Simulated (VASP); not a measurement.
# Al3CoNi2 (P4/mmm) in VASP: a series of runs, part 2 of 2

VASP 6.6.1. The steps go on from the part before.

## Step 3: Single point, PBE, collinear spin, ferrimagnetic start

This run uses another cell than the first one, of 12.90 Å³/atom.

INCAR

```
SYSTEM = Al3CoNi2
PREC     = Accurate       ! precision mode
ENCUT    = 600            ! plane-wave cutoff, eV
EDIFF    = 1E-6           ! SCF threshold, eV
ISMEAR   = 0              ! smearing method
SIGMA    = 0.1            ! smearing width, eV
LREAL    = .False.        ! projectors in reciprocal space
LASPH    = .True.         ! aspherical terms in the spheres
NELM     = 200            ! most SCF steps
ALGO     = Normal         ! electronic algorithm
ISIF     = 2              ! what is computed and relaxed
LWAVE    = .False.        ! write WAVECAR
LCHARG   = .False.        ! write CHGCAR
ISPIN    = 2              ! spin polarisation
MAGMOM   = 0 0 0 3 -2 -2  ! initial moments
LORBIT   = 11             ! projections on sites
LMAXMIX  = 4              ! l up to which the mixer works
GGA      = PE             ! functional
NBANDS   = 32             ! bands
GGA_COMPAT= .False.
```

KPOINTS

```
Automatic mesh
0
Gamma
  6 6 2
  0 0 0
```

POSCAR

```
Al3CoNi2
1.0
    2.9551298100      0.0000000000      0.0000000000
    0.0000000000      2.9551298100      0.0000000000
    0.0000000000      0.0000000000      8.8653894400
Al Co Ni
3 1 2
Direct
    0.0000000000      0.0000000000      0.6666666700
    0.0000000000      0.0000000000      0.0000000000
    0.0000000000      0.0000000000      0.3333333300
    0.5000000000      0.5000000000      0.5000000000
    0.5000000000      0.5000000000      0.8333333300
    0.5000000000      0.5000000000      0.1666666700
```

Potentials or basis: VASP PAW PBE potentials, release 64 (Al, Co, Ni).

Run with:

```console
$ cat potpaw_PBE.64/Al/POTCAR potpaw_PBE.64/Co/POTCAR potpaw_PBE.64/Ni/POTCAR > POTCAR
$ mpirun -np 1 vasp_std > vasp.out
```

OUTCAR:

```text
SYSTEM = Al3CoNi2
   PREC = Accurate
   ENCUT = 600
   EDIFF = 1E-6
   ISMEAR = 0
   LREAL = .False.
   LASPH = .True.
   NELM = 200
   ISIF = 2
   ISPIN = 2
   LORBIT = 11
   GGA = PE

 ion  position               nearest neighbor table
   1  0.000  0.000  0.667-   5 2.56   5 2.56   5 2.56   5 2.56   4 2.56   4 2.56   4 2.56   4 2.56
                             2 2.96   3 2.96
   2  0.000  0.000  0.000-   5 2.56   6 2.56   5 2.56   6 2.56   5 2.56   6 2.56   5 2.56   6 2.56
                             1 2.96   3 2.96
   3  0.000  0.000  0.333-   6 2.56   6 2.56   6 2.56   6 2.56   4 2.56   4 2.56   4 2.56   4 2.56
                             2 2.96   1 2.96
   4  0.500  0.500  0.500-   1 2.56   3 2.56   1 2.56   3 2.56   1 2.56   3 2.56   1 2.56   3 2.56
                             5 2.96   6 2.96
   5  0.500  0.500  0.833-   1 2.56   1 2.56   1 2.56   1 2.56   2 2.56   2 2.56   2 2.56   2 2.56
                             4 2.96   6 2.96
   6  0.500  0.500  0.167-   3 2.56   3 2.56   3 2.56   3 2.56   2 2.56   2 2.56   2 2.56   2 2.56
                             4 2.96   5 2.96

  LATTYP: Found a simple tetragonal cell.
 ALAT       =     2.9551298100
 C/A-ratio  =     3.0000000034

[... 1579 lines left out ...]
  Total       -5.1795759     -5.1795759     -4.8888752      0.0000000      0.0000000      0.0000000
  in kB     -107.1898944   -107.1898944   -101.1739237      0.0000000      0.0000000      0.0000000
  external PRESSURE =    -105.1845709 kB  Pullay stress =       0.0000000 kB

 VOLUME and BASIS-vectors are now :
 -----------------------------------------------------------------------------
  energy-cutoff  :      600.00
  volume of cell :       77.42
      direct lattice vectors                 reciprocal lattice vectors
     2.955129810  0.000000000  0.000000000     0.338394610  0.000000000  0.000000000
     0.000000000  2.955129810  0.000000000     0.000000000  0.338394610  0.000000000
     0.000000000  0.000000000  8.865389440     0.000000000  0.000000000  0.112798203

 POSITION                                       TOTAL-FORCE (eV/Angst)
 -----------------------------------------------------------------------------------
      0.00000      0.00000      5.91026        -0.000000     -0.000000     -0.334094
      0.00000      0.00000      0.00000         0.000000     -0.000000      0.000000
      0.00000      0.00000      2.95513         0.000000     -0.000000      0.334094
      1.47756      1.47756      4.43269         0.000000     -0.000000      0.000000
      1.47756      1.47756      7.38782         0.000000      0.000000      0.001017
      1.47756      1.47756      1.47756         0.000000      0.000000     -0.001017
 -----------------------------------------------------------------------------------
    total drift:                                0.000000     -0.000000      0.000000

  FREE ENERGIE OF THE ION-ELECTRON SYSTEM (eV)
  ---------------------------------------------------
  free  energy   TOTEN  =       -32.7791706953 eV

  energy  without entropy=      -32.7569281194  energy(sigma->0) =      -32.76804941

 total charge

# of ion       s       p       d       tot
------------------------------------------
    1        0.381   0.382   0.000   0.764
    2        0.379   0.381   0.000   0.760
    3        0.381   0.382   0.000   0.764
    4        0.400   0.421   7.444   8.265
    5        0.447   0.454   8.436   9.337
    6        0.447   0.454   8.436   9.337
--------------------------------------------------
tot          2.437   2.474  24.315  29.226

 magnetization (x)

# of ion       s       p       d       tot
------------------------------------------
    1       -0.002  -0.004   0.000  -0.005
    2        0.000   0.001   0.000   0.001
    3       -0.002  -0.004   0.000  -0.005
    4        0.003  -0.006   0.433   0.430
    5        0.001   0.002   0.004   0.007
    6        0.001   0.002   0.004   0.007
--------------------------------------------------
tot          0.001  -0.010   0.442   0.433
```

stdout:

```text
POSCAR found type information on POSCAR AlCoNi
 POSCAR found :  3 types and       6 ions
 scaLAPACK will be used
 LDA part: xc-table for (Slater+PW92), standard interpolation
 POSCAR, INCAR and KPOINTS ok, starting setup
 FFT: planning ... GRIDC
 FFT: planning ... GRID_SOFT
 FFT: planning ... GRID
 WAVECAR not read
 entering main loop
```

It took 4.1 min on 1 thread of Oxide Virtual Turin-like, shared host; peak memory 0.25 GiB.

Results:

```
Free energy                                           : -32.7792 eV
Pressure                                              : -10.5 GPa
Largest force                                         : 0.334 eV/Å
Net moment                                            : 0.39 μB per cell
Site moments                                          : Al -0.01, +0.00 (each value once); Co +0.43; Ni +0.01 μB
Valence electrons inside the program's atomic spheres : Al 0.76; Co 8.27; Ni 9.34
```

Forces in eV/Å, atoms in the order of the input:
```
Al   0.000  0.000 -0.334
Al   0.000  0.000  0.000
Al   0.000  0.000  0.334
Co   0.000  0.000  0.000
Ni   0.000  0.000  0.001
Ni   0.000  0.000 -0.001
```

Caveat: the cell stands under tension.

## Step 4: Relaxation of cell and atoms, PBE, collinear spin, ferrimagnetic start

This run uses another cell than the first one, of 12.90 Å³/atom.

INCAR

```
PREC = Accurate ; ENCUT = 600
EDIFF = 1E-7 ; ISMEAR = 0
SIGMA = 0.1 ; LREAL = False
LASPH = True ; NELM = 200
ALGO = Normal ; ISIF = 3
LWAVE = False ; LCHARG = False
ISPIN = 2 ; MAGMOM = 0 0 0 3 -2 -2
LORBIT = 11 ; LMAXMIX = 4
GGA = PE ; IBRION = 2
NSW = 90 ; EDIFFG = -0.04
GGA_COMPAT = False ; NELMIN = 4
```

KPOINTS

```
regular mesh
0
Gamma
  6 6 2
```

POSCAR is that of step 3.

Run with:

```console
$ cat potpaw_PBE.64/Al/POTCAR potpaw_PBE.64/Co/POTCAR potpaw_PBE.64/Ni/POTCAR > POTCAR
$ mpirun -np 1 vasp_std > vasp.out
```

It took 17 min on 1 thread of Oxide Virtual Turin-like, shared host; peak memory 0.25 GiB.

The run converged. Its results:

| Property | Result |
| --- | --- |
| Free energy | -33.0044 eV |
| Relaxed volume | 11.96 Å³/atom |
| Relaxed cell | a = 2.848 Å, b = 2.848 Å, c = 8.852 Å, α = 90.00°, β = 90.00°, γ = 90.00° |
| Space group after relaxing (to 0.1 Å) | P4/mmm (No. 123) |
| Energy gained by relaxing | 37.5 meV/atom |
| Ionic steps | 14 |
| Pressure after relaxing | -0.1 GPa |
| Largest force after relaxing | 0.013 eV/Å |
| Net moment | 0.26 μB per cell |
| Site moments | Al -0.00; Co +0.31; Ni -0.01 μB |
| Valence electrons inside the program's atomic spheres | Al 0.81, 0.79 (each value once); Co 8.44; Ni 9.44 |

Forces in eV/Å, atoms in the order of the input:
```
Al   0.000  0.000  0.013
Al   0.000  0.000  0.000
Al   0.000  0.000 -0.013
Co   0.000  0.000  0.000
Ni   0.000  0.000  0.000
Ni   0.000  0.000  0.000
```

The path:
```
step  energy change (eV)  largest force (eV/Å)  pressure (GPa)  volume (Å³)
   1              0.0000                0.3341          -10.55        77.42
   2             -0.1186                0.1791            8.94        68.29
   3             -0.2072                0.2589            0.12        71.67
   4             -0.2072                0.2567            0.38        71.56
   5             -0.2131                0.1256            0.36        71.57
   6             -0.2159                0.1037            0.37        71.59
   7             -0.2184                0.0900           -0.41        71.93
   8             -0.2191                0.0721           -1.35        72.35
   9             -0.2198                0.0653           -1.36        72.35
  10             -0.2216                0.0382           -1.40        72.36
  11             -0.2217                0.0387           -1.45        72.38
  12             -0.2223                0.0063           -1.43        72.37
  13             -0.2239                0.0090           -0.94        72.15
  14             -0.2252                0.0132           -0.11        71.78
```

Final structure:
```
Al Co Ni
1.0
     2.84761    0.00000    0.00000
     0.00000    2.84761    0.00000
     0.00000    0.00000    8.85221
Al Co Ni
3 1 2
Direct
  0.00000 0.00000 0.66193
  0.00000 0.00000 0.00000
  0.00000 0.00000 0.33807
  0.50000 0.50000 0.50000
  0.50000 0.50000 0.82988
  0.50000 0.50000 0.17012
```

Levels at points of the mesh, in eV from the Fermi level:
Spin up:
```tsv
k point	band 16	band 17	band 18	band 19	band 20	band 21	band 22	band 23
(0.00, 0.00, 0.00)	-1.16	-1.16	-0.77	-0.45	0.09	4.81	6.04	6.04
(0.50, 0.00, 0.00)	-1.70	-1.57	-1.02	-0.74	-0.65	-0.09	2.86	3.29
(0.50, 0.50, 0.00)	-0.99	-0.44	0.71	0.71	0.78	0.78	1.76	2.03
(0.00, 0.00, 0.50)	-1.20	-1.20	-0.77	-0.63	2.01	2.16	6.65	6.65
(0.50, 0.00, 0.50)	-1.63	-1.57	-1.05	-0.92	-0.60	-0.12	1.62	2.58
(0.50, 0.50, 0.50)	-0.82	-0.82	-0.80	-0.44	1.76	2.13	2.17	2.17
```
Spin down:
| k point | band 17 | band 18 | band 19 | band 20 | band 21 | band 22 |
| --- | --- | --- | --- | --- | --- | --- |
| (0.00, 0.00, 0.00) | -0.98 | -0.59 | -0.47 | 0.32 | 4.79 | 6.03 |
| (0.50, 0.00, 0.00) | -1.42 | -0.83 | -0.75 | -0.64 | 0.41 | 2.85 |
| (0.50, 0.50, 0.00) | 0.20 | 0.69 | 0.69 | 0.83 | 0.83 | 1.76 |
| (0.00, 0.00, 0.50) | -1.02 | -0.59 | -0.51 | 2.11 | 2.14 | 6.65 |
| (0.50, 0.00, 0.50) | -1.42 | -0.87 | -0.85 | -0.61 | 0.32 | 1.75 |
| (0.50, 0.50, 0.50) | -0.75 | -0.64 | 0.20 | 1.75 | 2.12 | 2.17 |
